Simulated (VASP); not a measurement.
Wanted: the native input for a VASP 6.6.1 run.

| Property | Result |
| --- | --- |
| Task | single point |
| Functional | PBE |
| Potentials or basis | VASP PAW PBE potentials, release 64 (Na_pv, Cl) |
| Cutoff | 520 eV |
| k mesh | 8 × 8 × 8 |
| Occupations | gaussian, width 0.05 eV |
| Spin | no spin polarisation |
| Dipole correction | no |
| Further INCAR settings | ALGO = Normal; EDIFF = 1e-06; NBANDS = 14 |

The structure of NaCl lies in POSCAR:

```
NaCl
1.0
    0.0000000000      2.7699040139      2.7699040139
    2.7699040139      0.0000000000      2.7699040139
    2.7699040139      2.7699040139      0.0000000000
Na Cl
1 1
Direct
    0.0000000000      0.0000000000      0.0000000000
    0.5000000000      0.5000000000      0.5000000000
```

This cell differs from its parent crystal: volume scaled by 0.920.

These files were run (other wordings do the same):

INCAR

```
ALGO = Normal ; EDIFF = 1E-6
ENCUT = 520 ; GGA = PE
ISIF = 2 ; ISMEAR = 0
LASPH = T ; LCHARG = F
LREAL = F ; LWAVE = F
NBANDS = 14 ; NELM = 60
PREC = Accurate ; SIGMA = 0.05
```

KPOINTS

```
k-points
0
Gamma
  8 8 8
```

Potentials or basis: VASP PAW PBE potentials, release 64 (Na_pv, Cl).

Launch:

```sh
$ cat potpaw_PBE.64/Na_pv/POTCAR potpaw_PBE.64/Cl/POTCAR > POTCAR
$ mpirun -np 1 vasp_std > vasp.out
```

Results of the run:

* Pressure: 2.4 GPa
* Band gap on the k mesh: 5.32 eV, direct

Run time: 12 s on 1 thread of Intel(R) Xeon(R) Platinum 8375C CPU @ 2.90GHz (Ice Lake), with other jobs on the host, peak memory 0.16 GiB.
